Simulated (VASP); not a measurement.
Runs of VASP 6.6.1 on MnO. The structure is that of space group Fm-3m (No. 225), or close to it. The cells are those of the table. 

```tsv
level	U	cell	k mesh	cutoff (eV)	smearing	gap on the mesh (eV)	pressure (GPa)	moment (μB)
PBE+U	Mn d U = 7.9 eV	a = 3.166 Å, angles 60.0°, 2 atoms	2 × 2 × 2	600	fermi-dirac 0.051704 eV	0.76	9.0	5.00
PBE	-	a = 3.145 Å, angles 60.0°, 2 atoms	4 × 4 × 4	600	fermi-dirac 0.015 eV	none	-1.6	4.72
PBE+D3(BJ)	-	a = 3.145 Å, angles 60.0°, 2 atoms	4 × 4 × 4	600	gaussian 0.1 eV	none	270.4	4.72
PBE	-	a = 3.145 Å, angles 60.0°, 2 atoms	6 × 3 × 1	600	gaussian 0.1 eV	none	-1.6	4.56
PBE	-	a = 3.145 Å, angles 60.0°, 2 atoms	6 × 6 × 6	520	gaussian 0.1 eV	none	-1.4	4.72
BLYP	-	a = 3.145 Å, angles 60.0°, 2 atoms	2 × 2 × 2, shifted	600	gaussian 0.1 eV	(a)	9.1	5.00
PBE+D3(BJ)+U	Mn d U = 6.8 eV	a = 3.145 Å, angles 60.0°, 2 atoms	6 × 6 × 6	600	gaussian 0.1 eV	0.77	(b)	5.00
```

Alike in all rows: task single point; potentials or basis VASP PAW PBE potentials, release 64 (Mn_pv, O); spin collinear, ferromagnetic start.

**Question.** Estimate the missing entries.

**Answer.** (a) 1.38; (b) 280.7.

Caveats: some runs use coarse meshes; a cell with one magnetic atom can't hold antiferromagnetic order, which such compounds often take; semilocal functionals often make such compounds metallic where correlation or magnetic order opens a gap, which also shifts bond lengths (some runs); pairwise dispersion overbinds metals, which lowers pressure and volume (some runs); the PAW data sets were made with another functional, which shifts forces and pressure a little (some runs).

A k mesh can miss the band edges.

A gap of «none» marks levels without a gap at the run's occupations.
